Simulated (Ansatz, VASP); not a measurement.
Ba2C in VASP and in Ansatz

File POSCAR:

```
Ba2C
1.0
    0.0000000000      3.5066490218      3.5066490218
    3.5066490218      0.0000000000      3.5066490218
    3.5066490218      3.5066490218      0.0000000000
C Ba
1 2
Direct
    0.0000000000      0.0000000000      0.0000000000
    0.2500000000      0.2500000000      0.2500000000
    0.7500000000      0.7500000000      0.7500000000
```

The input INCAR.step1:

```
SYSTEM = Ba2C
ALGO = Normal ; EDIFF = 1E-5
ENCUT = 520 ; GGA = PE
ISIF = 2 ; ISMEAR = -1
LASPH = .True. ; LREAL = .False.
LWAVE = .True. ; NBANDS = 19
NELM = 80 ; PREC = Accurate
SIGMA = 0.02
```

The input INCAR.step2:

```
SYSTEM = Ba2C
AEXX = 0.35 ; ALGO = Normal
EDIFF = 1E-6 ; ENCUT = 520
GGA = PE ; ISIF = 2
ISMEAR = -1 ; ISTART = 1
LASPH = .True. ; LCHARG = .True.
LELF = .True. ; LHFCALC = .True.
LREAL = .False. ; LVHAR = .True.
LWAVE = .False. ; NBANDS = 19
NELM = 80 ; PREC = Accurate
PRECFOCK = Normal ; SIGMA = 0.02
```

KPOINTS

```
k-points
0
Gamma
  4 4 4
  0 0 0
```

Input for Ansatz:

```yaml
crystal:
  lattice:
    - [0.0, 3.5066490218, 3.5066490218]
    - [3.5066490218, 0.0, 3.5066490218]
    - [3.5066490218, 3.5066490218, 0.0]
  atoms:
    - { symbol: C, position: [0.0, 0.0, 0.0] }
    - { symbol: Ba, position: [0.25, 0.25, 0.25] }
    - { symbol: Ba, position: [0.75, 0.75, 0.75] }
kpoints:
  mp_grid: { grid: [4, 4, 4] }
hamiltonian:
  xc: { exchange: pbe, correlation: pbe, exx: { coeff: 0.35 } }
scf:
  occupations: { method: fermi_dirac, width: 0.02 }
  n_extra_bands: 4
output:
  forces: true
  stress: true
  eigenvalues: true
```

Alike in both runs: task single point; functional PBE-based global hybrid with a share of 0.35 of exact exchange; k mesh 4 × 4 × 4; occupations fermi-dirac, width 0.02 eV; no spin polarisation.

```csv
,VASP,Ansatz
version,VASP 6.6.1,Ansatz 0.2.0
potentials or method,"VASP PAW PBE potentials, release 64 (C, Ba_sv)",plane waves
plane-wave cutoff (eV),520,420
valence electrons in the cell,24,24
```

Ansatz gave:

```
gap on the k mesh at the Fermi level (eV) : 1.04
pressure (GPa)                            : 0.1
```

**Question.** Which values does VASP return?

**Answer.** gap on the k mesh at the Fermi level (eV): 1.05; pressure (GPa): 1.2.

VASP's potentials were made for PBE, not for PBE-based global hybrid. Ansatz's warnings: doubtful frontier gap, stress exchange threshold loose, stress scf threshold loose.

Spin-orbit coupling is off throughout.
